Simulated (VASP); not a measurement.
# La (Im-3m) in VASP: notebook, part 2 of 2

VASP 6.6.1. Earlier steps stand in the parts before.

**3. Single point, PBE0+D4**

This run uses another cell than the first one, of 38.32 Å³/atom.

Input file POSCAR:

```
La
1.0
   -2.1238310700      2.1238310700      2.1238310700
    2.1238310700     -2.1238310700      2.1238310700
    2.1238310700      2.1238310700     -2.1238310700
La
1
Direct
    0.0000000000      0.0000000000      0.0000000000
```

Input file INCAR.step1:

```
SYSTEM = La
PREC = Accurate
ENCUT = 400
EDIFF = 1E-5
ISMEAR = -1
SIGMA = 0.025
LREAL = .False.
LASPH = .True.
NELM = 200
ALGO = Normal
ISIF = 2
LWAVE = .True.
LCHARG = .False.
GGA = PE
NBANDS = 12
GGA_COMPAT = .False.
LMAXMIX = 6
```

Input file INCAR.step2:

```
SYSTEM = La
PREC = Accurate
ENCUT = 400
EDIFF = 1E-6
ISMEAR = -1
SIGMA = 0.025
LREAL = .False.
LASPH = .True.
NELM = 200
ALGO = Normal
ISIF = 2
LWAVE = .False.
LCHARG = .False.
GGA = PE
LHFCALC = .True.
AEXX = 0.25
PRECFOCK = Normal
IVDW = 13
ISTART = 1
NBANDS = 12
GGA_COMPAT = .False.
LMAXMIX = 6
```

Input file KPOINTS:

```
Automatic mesh
0
Gamma
  6 6 6
  0 0 0
```

Potentials or basis: VASP PAW PBE potentials, release 64 (La).

Started as:

```sh
> cat potpaw_PBE.64/La/POTCAR > POTCAR
> cp INCAR.step1 INCAR
> mpirun -np 1 vasp_std > vasp.out
> cp INCAR.step2 INCAR
> mpirun -np 1 vasp_std > vasp.out
```

OUTCAR:

```text
SYSTEM = La
   PREC = Accurate
   ENCUT = 400
   EDIFF = 1E-6
   ISMEAR = -1
   LREAL = .False.
   LASPH = .True.
   NELM = 200
   ISIF = 2
   GGA = PE
   LHFCALC = .True.
   AEXX = 0.25
   PRECFOCK = Normal
   IVDW = 13
   ISTART = 1

 ion  position               nearest neighbor table
   1  0.000  0.000  0.000-

  LATTYP: Found a body centered cubic cell.
 ALAT       =     4.2476621400

  Lattice vectors:

 A1 = (  -2.1238310700,   2.1238310700,   2.1238310700)
 A2 = (   2.1238310700,  -2.1238310700,   2.1238310700)
 A3 = (   2.1238310700,   2.1238310700,  -2.1238310700)

Analysis of symmetry for initial positions (statically):
=====================================================================
 Subroutine PRICEL returns:
 Original cell was already a primitive cell.

 Routine SETGRP: Setting up the symmetry group for a
 body centered cubic supercell.

 Subroutine GETGRP returns: Found 48 space group operations
 (whereof 48 operations were pure point group operations)
 out of a pool of 48 trial point group operations.
[... 165 lines left out ...]

 k-point     1 :       0.0000    0.0000    0.0000
  band No.  band energies     occupation
      1     -28.5213      2.00000
      2     -10.3198      2.00000
      3     -10.3198      2.00000
      4     -10.3198      2.00000
      5       3.2953      2.00000
      6       9.8712      0.00000
      7       9.8712      0.00000
      8       9.8712      0.00000
      9      11.3807      0.00000
     10      11.3807      0.00000
     11      11.3807      0.00000
     12      12.4410      0.00000
[... 211 lines left out ...]
 k-point    16 :       0.5000    0.5000    0.5000
  band No.  band energies     occupation
      1     -28.1709      2.00000
      2     -11.2513      2.00000
      3     -11.2513      2.00000
      4     -11.2513      2.00000
      5       5.0736      2.00000
      6       5.0736      2.00000
      7      11.6981      0.00000
      8      11.7020      0.00000
      9      11.7020      0.00000
     10      11.7020      0.00000
     11      12.5328      0.00000
     12      12.5328      0.00000

------------------------ aborting loop because EDIFF is reached ----------------------------------------

  DFT-D4 for vdW energy calculation

  Edisp (eV):   -0.27406

  FORCE on cell =-STRESS in cart. coord.  units (eV):
  Direction    XX          YY          ZZ          XY          YZ          ZX
  --------------------------------------------------------------------------------------
  -------------------------------------------------------------------------------------
  Total      -0.00585    -0.00585    -0.00585    -0.00000     0.00000     0.00000
  in kB      -0.24472    -0.24472    -0.24472    -0.00000     0.00000     0.00000
  external pressure =       -0.24 kB  Pullay stress =        0.00 kB

 VOLUME and BASIS-vectors are now :
 -----------------------------------------------------------------------------
  energy-cutoff  :      400.00
  volume of cell :       38.32
      direct lattice vectors                 reciprocal lattice vectors
    -2.123831070  2.123831070  2.123831070     0.000000000  0.235423621  0.235423621
     2.123831070 -2.123831070  2.123831070     0.235423621  0.000000000  0.235423621
     2.123831070  2.123831070 -2.123831070     0.235423621  0.235423621  0.000000000

 POSITION                                       TOTAL-FORCE (eV/Angst)
 -----------------------------------------------------------------------------------
      0.00000      0.00000      0.00000         0.000000      0.000000      0.000000
 -----------------------------------------------------------------------------------
    total drift:                               -0.000000     -0.000006     -0.000005

  FREE ENERGIE OF THE ION-ELECTRON SYSTEM (eV)
  ---------------------------------------------------
  free  energy   TOTEN  =        -5.3901831586 eV

  energy  without entropy=       -5.3829594714  energy(sigma->0) =       -5.38657132
```

OUTCAR.step1:

```text
SYSTEM = La
   PREC = Accurate
   ENCUT = 400
   EDIFF = 1E-5
   ISMEAR = -1
   LREAL = .False.
[... 446 lines left out ...]
 -----------------------------------------------------------------------------------
      0.00000      0.00000      0.00000         0.000000     -0.000000      0.000000
 -----------------------------------------------------------------------------------
    total drift:                                0.000000      0.000000      0.000000

  FREE ENERGIE OF THE ION-ELECTRON SYSTEM (eV)
  ---------------------------------------------------
  free  energy   TOTEN  =        -4.7365831340 eV

  energy  without entropy=       -4.7243970467  energy(sigma->0) =       -4.73049009
```

OSZICAR.step1:

```text
N       E                     dE             d eps       ncg     rms          rms(c)
DAV:   1     0.898020384981E+02    0.89802E+02   -0.30439E+03   392   0.918E+02
DAV:   2     0.156327367811E+01   -0.88239E+02   -0.84968E+02   456   0.172E+02
DAV:   3    -0.441681967990E+01   -0.59801E+01   -0.55768E+01   536   0.702E+01
DAV:   4    -0.472666763065E+01   -0.30985E+00   -0.27953E+00   656   0.113E+01
DAV:   5    -0.474330929960E+01   -0.16642E-01   -0.16623E-01   708   0.266E+00    0.203E+00
DAV:   6    -0.473324033033E+01    0.10069E-01   -0.98895E-03   716   0.776E-01    0.122E+00
DAV:   7    -0.473318994512E+01    0.50385E-04   -0.39451E-02   508   0.138E+00    0.194E-01
DAV:   8    -0.473431048705E+01   -0.11205E-02   -0.28411E-03   728   0.315E-01    0.204E-01
DAV:   9    -0.473408856296E+01    0.22192E-03   -0.16339E-04   708   0.111E-01    0.228E-01
DAV:  10    -0.473714357364E+01   -0.30550E-02   -0.23759E-02   680   0.153E+00    0.733E-01
DAV:  11    -0.473652287650E+01    0.62070E-03   -0.65903E-03   668   0.866E-01    0.114E-01
DAV:  12    -0.473656728815E+01   -0.44412E-04   -0.25791E-04   580   0.973E-02    0.716E-02
DAV:  13    -0.473658326315E+01   -0.15975E-04   -0.98295E-05   700   0.107E-01    0.370E-03
DAV:  14    -0.473658313402E+01    0.12913E-06   -0.29590E-06   372   0.160E-02
   1 F= -.47365831E+01 E0= -.47304901E+01  d E =-.121861E-01
```

Run time: 28 min. Hardware: 1 thread of Intel Xeon Platinum 8259CL at 2.50GHz (Skylake/Cascade Lake), shared host; peak memory 0.16 GiB.

Results:

```yaml
Free_energy: -5.3902 eV
Pressure: 0.0 GPa
Band_gap_on_the_k_mesh: zero (an odd number of electrons rules out a gap without spin polarisation)
Dispersion_energy_per_atom: -0.274 eV
```

Caveat: the PAW data sets were made with another functional, which shifts forces and pressure a little; spin-orbit coupling is left out, which moves the levels of the heavy elements.

**4. Single point, r2SCAN0+D4**

This run uses another cell than the first one, of 38.32 Å³/atom.

POSCAR is that of step 3.

Input file INCAR.step1:

```
  PREC = Accurate
  ENCUT = 440
  EDIFF = 1E-5
  ISMEAR = -1
  SIGMA = 0.01
  LREAL = False
  LASPH = True
  NELM = 200
  ALGO = Normal
  ISIF = 2
  LWAVE = True
  LCHARG = False
  NBANDS = 12
  GGA = PE
  GGA_COMPAT = False
  LMAXMIX = 6
```

Input file INCAR.step2:

```
  PREC = Accurate
  ENCUT = 440
  EDIFF = 1E-6
  ISMEAR = -1
  SIGMA = 0.01
  LREAL = False
  LASPH = True
  NELM = 200
  ALGO = Normal
  ISIF = 2
  LWAVE = False
  LCHARG = False
  METAGGA = R2SCAN
  LHFCALC = True
  AEXX = 0.25
  LMIXTAU = True
  PRECFOCK = Normal
  IVDW = 13
  VDW_S6 = 1.0
  VDW_S8 = 0.8992
  VDW_A1 = 0.4778
  VDW_A2 = 5.8779
  NBANDS = 12
  ISTART = 1
  GGA_COMPAT = False
  LMAXMIX = 6
```

Input file KPOINTS:

```
regular mesh
0
Gamma
  6 6 6
```

Started as:

```sh
> cat potpaw_PBE.64/La/POTCAR > POTCAR
> cp INCAR.step1 INCAR
> mpirun -np 1 vasp_std > vasp.out
> cp INCAR.step2 INCAR
> mpirun -np 1 vasp_std > vasp.out
```

Run time: 22 min. Hardware: 1 thread of Intel Xeon Platinum 8259CL at 2.50GHz (Skylake/Cascade Lake), shared host; peak memory 0.18 GiB.

Results (log left out):

```yaml
Free_energy: -24.0129 eV
Pressure: 1.0 GPa
Band_gap_on_the_k_mesh: zero (an odd number of electrons rules out a gap without spin polarisation)
Dispersion_energy_per_atom: -0.116 eV
```

Levels at points of the mesh, in eV from the Fermi level:
```
           k point  band 1  band 2  band 3  band 4  band 5  band 6  band 7  band 8  band 9  band 10
(0.00, 0.00, 0.00)  -36.97  -18.46  -18.46  -18.46   -4.49    2.36    2.36    2.36    3.93     3.93
(0.50, 0.00, 0.00)  -36.75  -19.91  -18.89  -18.48   -2.58   -0.23    2.70    3.80    4.52     4.69
(0.50, 0.50, 0.50)  -36.60  -19.40  -19.40  -19.40   -2.75   -2.75    4.29    4.29    4.29     4.30
```

Caveat: the PAW data sets were made with another functional, which shifts forces and pressure a little; spin-orbit coupling is left out, which moves the levels of the heavy elements.

**5. Single point, r2SCAN (36.02 Å³/atom)**

This run uses another cell than the first one, of 36.02 Å³/atom.

Input file POSCAR:

```
La
1.0
   -2.0804754144      2.0804754144      2.0804754144
    2.0804754144     -2.0804754144      2.0804754144
    2.0804754144      2.0804754144     -2.0804754144
La
1
Direct
    0.0000000000      0.0000000000      0.0000000000
```

Input file INCAR.step1:

```
SYSTEM = La
PREC = Accurate
ENCUT = 550
ISMEAR = -1
SIGMA = 0.05
LREAL = .False.
LASPH = .True.
NELM = 200
NBANDS = 12
GGA = PE
ALGO = Normal
EDIFF = 1E-5
LWAVE = .True.
LCHARG = .False.
GGA_COMPAT = .False.
LMAXMIX = 6
```

Input file INCAR.step2:

```
SYSTEM = La
PREC = Accurate
ENCUT = 550
EDIFF = 1E-6
ISMEAR = -1
SIGMA = 0.05
LREAL = .False.
LASPH = .True.
NELM = 200
ALGO = Normal
ISIF = 2
LWAVE = .False.
LCHARG = .True.
METAGGA = R2SCAN
LMIXTAU = .True.
LELF = .True.
LVHAR = .True.
NBANDS = 12
ISTART = 1
GGA_COMPAT = .False.
LMAXMIX = 6
```

Input file KPOINTS:

```
regular mesh
0
Gamma
  9 9 9
  0 0 0
```

Started as:

```sh
> cat potpaw_PBE.64/La/POTCAR > POTCAR
> cp INCAR.step1 INCAR
> mpirun -np 1 vasp_std > vasp.out
> cp INCAR.step2 INCAR
> mpirun -np 1 vasp_std > vasp.out
```

It took 2.7 min on 1 thread of Intel Xeon 8259CL, shared host; peak memory 0.18 GiB.

It converged, with:

- Free energy: -29.6292 eV
- Pressure: 1.5 GPa
- Band gap on the k mesh: zero (an odd number of electrons rules out a gap without spin polarisation)

Levels at points of the mesh, in eV from the Fermi level:
```tsv
k point	band 2	band 3	band 4	band 5	band 6	band 7	band 8	band 9	band 10	band 11
(0.00, 0.00, 0.00)	-16.51	-16.51	-16.51	-3.33	1.73	1.73	1.73	1.81	1.81	1.81
```

Caveat: the PAW data sets were made with another functional, which shifts forces and pressure a little; spin-orbit coupling is left out, which moves the levels of the heavy elements.

**6. Single point, r2SCAN (37.55 Å³/atom)**

Input file POSCAR:

```
La
1.0
   -2.1095767417      2.1095767417      2.1095767417
    2.1095767417     -2.1095767417      2.1095767417
    2.1095767417      2.1095767417     -2.1095767417
La
1
Direct
    0.0000000000      0.0000000000      0.0000000000
```

Input file INCAR.step1:

```
ALGO     = Normal         # electronic algorithm
EDIFF    = 1E-5           # SCF threshold, eV
ENCUT    = 550            # plane-wave cutoff, eV
GGA      = PE             # functional
GGA_COMPAT= False        
ISMEAR   = -1             # smearing method
LASPH    = True           # aspherical terms in the spheres
LCHARG   = False          # write CHGCAR
LMAXMIX  = 6              # l up to which the mixer works
LREAL    = False          # projectors in reciprocal space
LWAVE    = True           # write WAVECAR
NBANDS   = 12             # bands
NELM     = 200            # most SCF steps
PREC     = Accurate       # precision mode
SIGMA    = 0.05           # smearing width, eV
```

Input file INCAR.step2:

```
ALGO     = Normal         # electronic algorithm
EDIFF    = 1E-6           # SCF threshold, eV
ENCUT    = 550            # plane-wave cutoff, eV
GGA_COMPAT= False        
ISIF     = 2              # what is computed and relaxed
ISMEAR   = -1             # smearing method
ISTART   = 1            
LASPH    = True           # aspherical terms in the spheres
LCHARG   = False          # write CHGCAR
LMAXMIX  = 6              # l up to which the mixer works
LMIXTAU  = True         
LREAL    = False          # projectors in reciprocal space
LWAVE    = False          # write WAVECAR
METAGGA  = R2SCAN         # meta-GGA
NBANDS   = 12             # bands
NELM     = 200            # most SCF steps
PREC     = Accurate       # precision mode
SIGMA    = 0.05           # smearing width, eV
```

Input file KPOINTS:

```
k-points
0
Gamma
  9 9 9
```

Potentials or basis: VASP PAW PBE potentials, release 64 (La).

Started as:

```sh
> cat potpaw_PBE.64/La/POTCAR > POTCAR
> cp INCAR.step1 INCAR
> mpirun -np 1 vasp_std > vasp.out
> cp INCAR.step2 INCAR
> mpirun -np 1 vasp_std > vasp.out
```

Wall time 2.3 min (1 thread of Intel Xeon 8259CL, shared host); peak memory 0.19 GiB.

Results (log left out):

| Property | Result |
| --- | --- |
| Free energy | -29.6379 eV |
| Pressure | 0.3 GPa |
| Band gap on the k mesh | zero (an odd number of electrons rules out a gap without spin polarisation) |

Levels at points of the mesh, in eV from the Fermi level:
```
           k point  band 3  band 4  band 5  band 6  band 7  band 8  band 9  band 10
(0.00, 0.00, 0.00)  -16.67  -16.67   -3.39    1.68    1.68    1.68    1.75     1.75
```

Caveat: the PAW data sets were made with another functional, which shifts forces and pressure a little; spin-orbit coupling is left out, which moves the levels of the heavy elements.

**7. Overview**

```csv
level,cell,k mesh,cutoff (eV),smearing,grid for exact exchange (PRECFOCK),share of exact exchange,gap on the mesh (eV),pressure (GPa)
r2SCAN50,"a = 3.654 Å, angles 109.5°, 1 atom",6 × 6 × 6,520,gaussian 0.025 eV,Normal,0.5,none,2.8
PBE0+D4,"a = 3.679 Å, angles 109.5°, 1 atom",6 × 6 × 6,400,fermi-dirac 0.025 eV,Normal,0.25,none,0.0
r2SCAN0+D4,"a = 3.679 Å, angles 109.5°, 1 atom",6 × 6 × 6,440,fermi-dirac 0.01 eV,Normal,0.25,none,1.0
r2SCAN,"a = 3.603 Å, angles 109.5°, 1 atom",9 × 9 × 9,550,fermi-dirac 0.05 eV,-,-,none,1.5
r2SCAN,"a = 3.654 Å, angles 109.5°, 1 atom",9 × 9 × 9,550,fermi-dirac 0.05 eV,-,-,none,0.3
```

Alike in all rows: task single point; potentials or basis VASP PAW PBE potentials, release 64 (La); no spin polarisation.

Caveats: the PAW data sets were made with another functional, which shifts forces and pressure a little; spin-orbit coupling is left out, which moves the levels of the heavy elements.

Absolute energies hang on the potentials; compare differences alone.
